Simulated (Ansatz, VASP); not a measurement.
**Cs: VASP beside Ansatz**

```
Cs
1.0
     4.69716    0.00000    0.00000
     0.00000    4.69716    0.00000
     0.00000    0.00000    4.69716
Cs
1
Cartesian
  0.0000 0.0000 0.0000
```

Alike in both runs: task relaxation of cell and atoms; functional LDA; k mesh 8 × 8 × 8; occupations fermi-dirac, width 0.1 eV; no spin polarisation.

```csv
,VASP,Ansatz
version,VASP 6.6.1,Ansatz 0.2.0
potentials or method,"VASP PAW LDA potentials, release 64 (Cs_sv)","PAW with Ansatz's default frozen-core files, scalar-relativistic"
plane-wave cutoff (eV),600,420
valence electrons in the cell,9,9
```

Ansatz gave:

* relaxed volume (Å³/atom): 103.63
* relaxed length of the cell vector where the two differ most in proportion (Å): 4.697

**Question.** What did VASP give for the same quantities?

**Answer.** Relaxed volume (Å³/atom): 105.55; relaxed length of the cell vector where the two differ most in proportion (Å): 4.726.

LDA's correlation is that of Perdew and Zunger in VASP and of Perdew and Wang (1992) in Ansatz.

Neither program's run includes spin-orbit coupling.
